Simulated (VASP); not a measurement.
# CdF2 (I4/mmm) in VASP: further runs

CdF2 is run at these levels: PBE; tasks: single point.

Everything below comes from runs of VASP 6.6.1. Logs are shortened: lines on timing, memory, paths and dates and some standing lists are left out, and cuts for length are marked.

## 1. The cell of the first run

It takes space group I4/mmm (No. 139, tetragonal). Conventional cell: a = 3.799 Å, b = 3.799 Å, c = 5.094 Å, α = 90.00°, β = 90.00°, γ = 90.00°. Cd (site symmetry 4/mmm) has 8 F at 2.29 Å within 3.0 Å. F (site symmetry -4m2) has 4 Cd at 2.29 Å and 6 F at 2.55 to 2.69 Å within 3.0 Å.

## 2. Single point, PBE (12.25 Å³/atom)

File INCAR:

```
  PREC = Accurate
  ENCUT = 520
  EDIFF = 1E-6
  ISMEAR = 0
  SIGMA = 0.05
  LREAL = False
  LASPH = True
  NELM = 60
  ALGO = Normal
  ISIF = 2
  LWAVE = False
  LCHARG = False
  GGA = PE
  NBANDS = 20
```

File KPOINTS:

```
Automatic mesh
0
Gamma
  8 8 8
```

File POSCAR:

```
CdF2
1.0
    0.0000000000      2.6865736185      2.5468717903
    2.6865736185      0.0000000000      2.5468717903
    2.6865736185      2.6865736185      0.0000000000
Cd F
1 2
Direct
    0.0000000000      0.0000000000      0.0000000000
    0.2500000000      0.2500000000      0.2500000000
    0.7500000000      0.7500000000      0.7500000000
```

Potentials or basis: VASP PAW PBE potentials, release 64 (Cd, F).

The run is started by

```console
$ cat potpaw_PBE.64/Cd/POTCAR potpaw_PBE.64/F/POTCAR > POTCAR
$ mpirun -np 1 vasp_std > vasp.out
```

OUTCAR:

```text
PREC = Accurate
   ENCUT = 520
   EDIFF = 1E-6
   ISMEAR = 0
   LREAL = False
   LASPH = True
   NELM = 60
   ISIF = 2
   GGA = PE

 ion  position               nearest neighbor table
   1  0.000  0.000  0.000-   3 2.29   3 2.29   3 2.29   2 2.29   3 2.29   2 2.29   2 2.29   2 2.29

   2  0.250  0.250  0.250-   1 2.29   1 2.29   1 2.29   1 2.29
   3  0.750  0.750  0.750-   1 2.29   1 2.29   1 2.29   1 2.29

  LATTYP: Found a body centered tetragonal cell.
 ALAT       =     3.7993888476
 C/A-ratio  =     1.3406744571

  Lattice vectors:

 A1 = (   0.0000000000,  -2.6865736185,  -2.5468717903)
 A2 = (   0.0000000000,   2.6865736185,  -2.5468717903)
 A3 = (   2.6865736185,   0.0000000000,   2.5468717903)

Analysis of symmetry for initial positions (statically):
=====================================================================
 Subroutine PRICEL returns:
 Original cell was already a primitive cell.

 Routine SETGRP: Setting up the symmetry group for a
 body centered tetragonal supercell.

 Subroutine GETGRP returns: Found 16 space group operations
 (whereof 16 operations were pure point group operations)
 out of a pool of 16 trial point group operations.

The static configuration has the point symmetry D_4h.

Analysis of symmetry for dynamics (positions and initial velocities):
=====================================================================
 Subroutine PRICEL returns:
 Original cell was already a primitive cell.

 Routine SETGRP: Setting up the symmetry group for a
 body centered tetragonal supercell.

 Subroutine GETGRP returns: Found 16 space group operations
 (whereof 16 operations were pure point group operations)
 out of a pool of 16 trial point group operations.

The dynamic configuration has the point symmetry D_4h.

 Subroutine INISYM returns: Found 16 space group operations
 (whereof 16 operations are pure point group operations),
 and found     1 'primitive' translations

----------------------------------------------------------------------------------------

                                     Primitive cell

  volume of cell :      36.7650

  direct lattice vectors                    reciprocal lattice vectors
     0.000000000  2.686573619  2.546871790    -0.186110664  0.186110664  0.196319266
     2.686573619  0.000000000  2.546871790     0.186110664 -0.186110664  0.196319266
     2.686573619  2.686573619  0.000000000     0.186110664  0.186110664 -0.196319266
[... 78 lines left out ...]
   ISTART =      0    job   : 0-new  1-cont  2-samecut
   ICHARG =      2    charge: 1-file 2-atom 10-const
   ISPIN  =      1    spin polarized calculation?
   LNONCOLLINEAR =      F non collinear calculations
   LSORBIT =      F    spin-orbit coupling
   LASPH  =      T    aspherical Exc in radial PAW
   ENCUT  =  520.0 eV  38.22 Ry    6.18 a.u.   6.88  6.88  7.06*2*pi/ulx,y,z
   NELM   =     60;   NELMIN=  2; NELMDL= -5     # of ELM steps
   EDIFF  = 0.1E-05   stopping-criterion for ELM
   LREAL  =      F    real-space projection
   EDIFFG = 0.1E-04   stopping-criterion for IOM
   NSW    =      0    number of steps for IOM
   IBRION =     -1    ionic relax: 0-MD 1-quasi-New 2-CG
   NFREE  =      0    steps in history (QN), initial steepest desc. (CG)
   ISIF   =      2    stress and relaxation
   ISYM   =      2    0-nonsym 1-usesym 2-fastsym
   POTIM  = 0.5000    time-step for ionic-motion
   TEBEG  =    0.0;   TEEND  =   0.0 temperature during run
   PSTRESS=    0.0 pullay stress
   NELECT =      26.0000    total number of electrons
   NUPDOWN=      -1.0000    fix difference up-down
   EMIN   =  10.00;   EMAX   =-10.00  energy-range for DOS
   EFERMI =   0.00;   METHOD = LEGACY
   ISMEAR =     0;   SIGMA  =   0.05  broadening in eV -4-tet -1-fermi 0-gaus
   EFERMI_NEDOS =   21; number of points for ismear=-14 and -15
   IALGO  =     38    algorithm
   IMIX   =      4    mixing-type and parameters
     AMIX     =   0.40;   BMIX     =  1.00
     AMIX_MAG =   1.60;   BMIX_MAG =  1.00
  volume/ion in A,a.u.               =      12.25        82.70
  Fermi-wavevector in a.u.,A,eV,Ry     =   1.458549  2.756258 28.944569  2.127366
  Thomas-Fermi vector in A             =   2.575221
   LORBIT       =      0    0 simple, 1 ext, 2 COOP (PROOUT), +10 PAW based schemes
   GGA     = PE    functional components
   LHFCALC =     F    Hartree Fock is set to
   AEXX    =    0.0000 exact exchange contribution
   IVDW    =     0    specifies the selected vdW correction
   LEPSILON=     F    determine dielectric tensor
   LRPA    =     F    only Hartree local field effects (RPA)
 non-spin polarized calculation
 Gauss-broadening in eV      SIGMA  =   0.05
  energy-cutoff  :      520.00
  volume of cell :       36.76
 maximum number of plane-waves:      1004
   NGX = 13   NGY = 13   NGZ = 15

 number of electron      26.0000008 magnetization

 Free energy of the ion-electron system (eV)
  ---------------------------------------------------
  ext. energy  EPLUGINS =         0.00000000
  ---------------------------------------------------
  free energy    TOTEN  =       -10.67839383 eV

  energy without entropy =      -10.67839383  energy(sigma->0) =      -10.67839383

 E-fermi :  -0.5103     XC(G=0): -10.7544

 val. band max:       -0.7608743303   @ k =  -0.2500   0.5000   0.2500
 cond. band min:       2.4428593027   @ k =   0.0000   0.0000   0.0000
 fundamental gap:      3.2037336331
 Fermi energy:        -0.5102752239

 k-point     1 :       0.0000    0.0000    0.0000
  band No.  band energies     occupation
      1     -21.9863      2.00000
      2     -20.6795      2.00000
      3      -6.6591      2.00000
      4      -6.6591      2.00000
      5      -6.6465      2.00000
      6      -5.1911      2.00000
[... 541 lines left out ...]
     19      19.0697      0.00000
     20      20.6041      0.00000

 [... further k-points ...]
[... 5 lines left out ...]
  --------------------------------------------------------------------------------------
  -------------------------------------------------------------------------------------
  Total        2.9596157      2.9596157      4.3669194      0.0000000     -0.0000000     -0.0000000
  in kB      128.9767203    128.9767203    190.3054335      0.0000000     -0.0000000     -0.0000000
  external PRESSURE =     149.4196247 kB  Pullay stress =       0.0000000 kB

 VOLUME and BASIS-vectors are now :
 -----------------------------------------------------------------------------
  energy-cutoff  :      520.00
  volume of cell :       36.76
      direct lattice vectors                 reciprocal lattice vectors
     0.000000000  2.686573619  2.546871790    -0.186110664  0.186110664  0.196319266
     2.686573619  0.000000000  2.546871790     0.186110664 -0.186110664  0.196319266
     2.686573619  2.686573619  0.000000000     0.186110664  0.186110664 -0.196319266

 POSITION                                       TOTAL-FORCE (eV/Angst)
 -----------------------------------------------------------------------------------
      0.00000      0.00000      0.00000         0.000000     -0.000000     -0.000000
      1.34329      1.34329      1.27344         0.000000      0.000000     -0.000000
      4.02986      4.02986      3.82031        -0.000000      0.000000      0.000000
 -----------------------------------------------------------------------------------
    total drift:                                0.000000      0.000000      0.000000

  FREE ENERGIE OF THE ION-ELECTRON SYSTEM (eV)
  ---------------------------------------------------
  free  energy   TOTEN  =       -10.6783938264 eV

  energy  without entropy=      -10.6783938264  energy(sigma->0) =      -10.67839383
```

OSZICAR:

```text
N       E                     dE             d eps       ncg     rms          rms(c)
DAV:   1     0.199187235541E+03    0.19919E+03   -0.15746E+04  2464   0.134E+03
DAV:   2    -0.381168281632E+01   -0.20300E+03   -0.19549E+03  2560   0.346E+02
DAV:   3    -0.122897503657E+02   -0.84781E+01   -0.84553E+01  2692   0.773E+01
DAV:   4    -0.123269611129E+02   -0.37211E-01   -0.37209E-01  2572   0.523E+00
DAV:   5    -0.123270915482E+02   -0.13044E-03   -0.13043E-03  2712   0.277E-01    0.112E+01
DAV:   6    -0.106455865620E+02    0.16815E+01   -0.37778E+00  3008   0.357E+01    0.828E+00
DAV:   7    -0.106897530818E+02   -0.44167E-01   -0.84980E-01  2444   0.842E+00    0.474E+00
DAV:   8    -0.106851822227E+02    0.45709E-02   -0.11476E-01  2448   0.342E+00    0.656E-01
DAV:   9    -0.106777006457E+02    0.74816E-02   -0.29019E-02  2852   0.235E+00    0.824E-02
DAV:  10    -0.106782856897E+02   -0.58504E-03   -0.27313E-03  2464   0.542E-01    0.114E-01
DAV:  11    -0.106783783570E+02   -0.92667E-04   -0.87370E-05  2588   0.831E-02    0.306E-02
DAV:  12    -0.106783922637E+02   -0.13907E-04   -0.15866E-05  2476   0.453E-02    0.179E-02
DAV:  13    -0.106783940165E+02   -0.17528E-05   -0.74063E-06  2560   0.224E-02    0.307E-03
DAV:  14    -0.106783938264E+02    0.19009E-06   -0.66505E-07  2104   0.876E-03
   1 F= -.10678394E+02 E0= -.10678394E+02  d E =-.525452E-14
```

Run time: 20 s. Hardware: 1 thread of AMD EPYC 9R45 (Zen 5), shared host; peak memory 0.15 GiB.

Results:

```yaml
Free_energy: -10.6784 eV
Pressure: 14.9 GPa
Band_gap_on_the_k_mesh: 3.20 eV (least direct gap 3.62 eV)
```

Levels at points of the mesh, in eV from the valence-band top:
```csv
k point,band 9,band 10,band 11,band 12,band 13,band 14,band 15,band 16,band 17,band 18
"(0.00, 0.00, 0.00)",-1.35,-0.85,-0.60,-0.42,-0.42,3.20,12.86,12.99,12.99,18.16
"(0.50, 0.00, 0.00)",-2.61,-2.20,-2.06,-0.42,-0.40,7.57,9.26,14.77,15.22,18.25
"(0.50, 0.50, 0.00)",-3.42,-3.11,-0.43,-0.19,-0.19,8.31,9.85,12.07,14.60,14.60
"(0.50, 0.00, 0.50)",-3.26,-3.22,-0.77,-0.21,-0.02,8.47,9.95,11.99,14.54,15.19
```

Caveat: the cell stands under pressure. PBE gaps usually lie below the measured ones, often by a third to a half.

## 3. Single point, PBE (12.99 Å³/atom)

This run uses another cell than the first one, of 12.99 Å³/atom.

File INCAR:

```
SYSTEM = CdF2
PREC = Accurate
ENCUT = 520
EDIFF = 1E-6
ISMEAR = 0
SIGMA = 0.05
LREAL = .FALSE.
LASPH = .TRUE.
NELM = 80
ALGO = Normal
ISIF = 2
LWAVE = .FALSE.
LCHARG = .FALSE.
GGA = PE
NBANDS = 20
```

File KPOINTS:

```
Automatic mesh
0
G
  8 8 8
  0 0 0
```

File POSCAR:

```
CdF2
1.0
    0.0000000000      2.7634714714      2.5506841681
    2.7634714714      0.0000000000      2.5506841681
    2.7634714714      2.7634714714      0.0000000000
Cd F
1 2
Direct
    0.0000000000      0.0000000000      0.0000000000
    0.2500000000      0.2500000000      0.2500000000
    0.7500000000      0.7500000000      0.7500000000
```

Potentials or basis: VASP PAW PBE potentials, release 64 (Cd, F).

The run is started by

```console
$ cat potpaw_PBE.64/Cd/POTCAR potpaw_PBE.64/F/POTCAR > POTCAR
$ mpirun -np 1 vasp_std > vasp.out
```

It took 23 s on 1 thread of AMD EPYC 9R45 (Zen 5), shared host; peak memory 0.16 GiB.

The run converged. Its results:

- Free energy: -10.7956 eV
- Pressure: 6.6 GPa
- Band gap on the k mesh: 2.87 eV (least direct gap 3.44 eV)

Stress tensor (GPa, compression positive):
```
 3.61  0.00  0.00
 0.00  3.61  0.00
 0.00  0.00 12.62
```

Levels at points of the mesh, in eV from the valence-band top:
```tsv
k point	band 10	band 11	band 12	band 13	band 14	band 15	band 16	band 17
(0.00, 0.00, 0.00)	-0.84	-0.63	-0.57	-0.57	2.87	12.45	12.67	12.67
(0.50, 0.00, 0.00)	-2.07	-1.87	-0.57	-0.53	7.00	8.93	14.08	14.68
(0.50, 0.50, 0.00)	-3.11	-0.29	-0.29	-0.29	7.66	9.41	11.89	13.87
(0.50, 0.00, 0.50)	-2.92	-0.76	-0.32	-0.01	7.88	9.51	11.80	13.83
```

Caveat: the cell stands under pressure.

(Part 1 of 2 ends here.)
